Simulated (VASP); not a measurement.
Set up this calculation in VASP 6.6.1, as the native input.

```yaml
Task: single point
Functional: r2SCAN
Potentials_or_basis: VASP PAW PBE potentials, release 64 (Ba_sv, Ti_sv, O)
Cutoff: 660 eV
k_mesh: 8 × 8 × 8
Occupations: gaussian, width 0.02 eV
Spin: no spin polarisation
Dipole_correction: no
Further_INCAR_settings: ALGO = Normal; EDIFF = 1e-06; NBANDS = 28
```

Crystal: BaTiO3.

```
Ba Ti O
1.0
     3.97224    0.00000    0.00000
     0.00000    3.97224    0.00000
     0.00000    0.00000    4.11260
Ba Ti O
1 1 3
Direct
  0.00000 0.00000 0.99559
  0.50000 0.50000 0.47750
  0.50000 0.50000 0.03459
  0.50000 0.00000 0.51766
  0.00000 0.50000 0.51766
```

The input as run:

POSCAR

```
BaTiO3
1.0
    3.9722429587      0.0000000000      0.0000000000
    0.0000000000      3.9722429587      0.0000000000
    0.0000000000      0.0000000000      4.1126030896
Ba Ti O
1 1 3
Direct
    0.0000000000      0.0000000000     -0.0044083816
    0.5000000000      0.5000000000      0.4775034193
    0.5000000000      0.5000000000      0.0345908367
    0.5000000000      0.0000000000      0.5176570628
    0.0000000000      0.5000000000      0.5176570628
```

INCAR.step1

```
ALGO = Normal
EDIFF = 1E-5
ENCUT = 660
GGA = PE
GGA_COMPAT = False
ISMEAR = 0
LASPH = True
LCHARG = False
LREAL = False
LWAVE = True
NBANDS = 28
NELM = 120
PREC = Accurate
SIGMA = 0.02
```

INCAR.step2

```
ALGO = Normal
EDIFF = 1E-6
ENCUT = 660
GGA_COMPAT = False
ISIF = 2
ISMEAR = 0
ISTART = 1
LASPH = True
LCHARG = False
LMIXTAU = True
LREAL = False
LWAVE = False
METAGGA = R2SCAN
NBANDS = 28
NELM = 120
PREC = Accurate
SIGMA = 0.02
```

KPOINTS

```
k-points
0
Gamma
  8 8 8
```

Potentials or basis: VASP PAW PBE potentials, release 64 (Ba_sv, Ti_sv, O).

Run with:

```bash
$ cat potpaw_PBE.64/Ba_sv/POTCAR potpaw_PBE.64/Ti_sv/POTCAR potpaw_PBE.64/O/POTCAR > POTCAR
$ cp INCAR.step1 INCAR
$ mpirun -np 1 vasp_std > vasp.out
$ cp INCAR.step2 INCAR
$ mpirun -np 1 vasp_std > vasp.out
```

Results of the run:

```
Pressure               : 1.7 GPa
Largest force          : 0.163 eV/Å
Band gap on the k mesh : 2.21 eV (least direct gap 2.71 eV)
```

Caveat: the PAW data sets were made with another functional, which shifts forces and pressure a little; spin-orbit coupling is left out, which moves the levels of the heavy elements.

It took 15 min on 1 thread of Oxide Virtual Turin-like Processor, on a shared host, peak memory 0.32 GiB.
